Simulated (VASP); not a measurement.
Wanted: the native input for a VASP 6.6.1 run.

```
Task                   : single point
Functional             : PBE
Potentials or basis    : VASP PAW PBE potentials, release 64 (C, O)
Cutoff                 : 520 eV
k mesh                 : 6 × 3 × 1
Occupations            : gaussian, width 0.1 eV
Spin                   : no spin polarisation
Dipole correction      : yes
Further INCAR settings : ALGO = Normal; EDIFF = 1e-07; NBANDS = 42
```

The structure of C13O lies in POSCAR:

```
C13O
1.0
    4.9326910638      0.0000000000      0.0000000000
    0.0000000000      8.5222964206      0.0000000000
    0.0000000000      0.0000000000     22.9416054000
C O
13 1
Direct
    0.0000000000      0.0000000000      0.1743557144
    0.5000000000      0.0000000000      0.1743557144
    0.2500000000      0.0000000000      0.2053898385
    0.7500000000      0.0000000000      0.2053898385
    0.2500000000      0.0000000000      0.2674580867
    0.7500000000      0.0000000000      0.2674580867
    0.0000000000      0.0000000000      0.2977124358
    0.5000000000      0.0000000000      0.2977124358
    0.0000000000      0.0000000000      0.3626190224
    0.5000000000      0.0000000000      0.3626190224
    0.2500000000      0.0000000000      0.3897549994
    0.7500000000      0.0000000000      0.3897549994
    0.1250000000      0.9237294776      0.5205217853
    0.1250000000      1.0762705224      0.5205217853
```

One way to write it, as run:

INCAR

```
ALGO = Normal
DIPOL = 0.5 0.5 0.317
EDIFF = 1E-7
ENCUT = 520
GGA = PE
IDIPOL = 3
ISIF = 2
ISMEAR = 0
LASPH = T
LCHARG = F
LDIPOL = T
LREAL = F
LWAVE = F
NBANDS = 42
NELM = 100
PREC = Accurate
SIGMA = 0.1
```

KPOINTS

```
k-points
0
Gamma
  6 3 1
```

Potentials or basis: VASP PAW PBE potentials, release 64 (C, O).

The run is started by

```sh
$ cat potpaw_PBE.64/C/POTCAR potpaw_PBE.64/O/POTCAR > POTCAR
$ mpirun -np 1 vasp_std > vasp.out
```

It gave:

```yaml
Largest_force: 10.274 eV/Å
Band_gap_on_the_k_mesh: 0.08 eV
```

It took 11 min on 1 thread of Intel(R) Xeon(R) 6975P-C (Granite Rapids) (shared host), peak memory 1 GiB.
